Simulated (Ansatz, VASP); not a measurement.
Two plane-wave programs on CdI

```
Cd I
1.0
     3.97171    0.00000    0.00000
     0.00000    3.97171    0.00000
     0.00000    0.00000    3.97171
Cd I
1 1
Direct
  0.00000 0.00000 0.00000
  0.50000 0.50000 0.50000
```

Alike in both runs: functional PBE; k mesh 14 × 14 × 14; occupations gaussian, width 0.1 eV; no spin polarisation.

Ansatz relaxed the structure, and its values are those at the end. VASP's run is a single point on that final structure, the one shown.

|  | VASP | Ansatz |
| --- | --- | --- |
| version | VASP 6.6.1 | Ansatz 0.2.0 |
| potentials or method | VASP PAW PBE potentials, release 64 (Cd, I), cutoff 520 eV | scalar-relativistic, plane waves, PAW |
| valence electrons in the cell | 19 | 37 |

|  | VASP | Ansatz | Ansatz less VASP |
| --- | --- | --- | --- |
| gap on the k mesh at the Fermi level (eV) | none | none | - |
| pressure (GPa) | 0.0 | 0.0 | -0.07 |

A gap of «none» marks a metal or a gap that the smearing closes. VASP's potentials hold 19 valence electrons a cell and Ansatz's 37, so a difference there can come from the potentials and not from the codes.

Neither program's run includes spin-orbit coupling.
